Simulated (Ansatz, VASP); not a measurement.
## One calculation of KCl, two programs

```
CELL_PARAMETERS angstrom
0.00000 3.11344 3.11344
3.11344 0.00000 3.11344
3.11344 3.11344 0.00000
ATOMIC_POSITIONS crystal
K 0.00000 0.00000 0.00000
Cl 0.50000 0.50000 0.50000
```

Change from the starting cell: volume scaled by 0.96, crystal datasets.

Alike in both runs: task electric field gradients; functional LDA; k mesh 7 × 7 × 7; occupations fermi-dirac, width 0.03 eV; no spin polarisation.

|  | VASP | Ansatz |
| --- | --- | --- |
| version | VASP 6.6.1 | Ansatz 0.2.0 |
| potentials or method | VASP PAW LDA potentials, release 64 (K_sv, Cl), cutoff 520 eV | all-electron PAW with datasets made for the crystal, scalar-relativistic |

```tsv
	VASP	Ansatz	Ansatz less VASP
gap on the k mesh at the Fermi level (eV)	4.85	4.85	-0.004
pressure (GPa)	-1.4	-1.5	-0.05
```

LDA's correlation is that of Perdew and Zunger in VASP and of Perdew and Wang (1992) in Ansatz. Ansatz ran all-electron here, and VASP with PAW potentials.
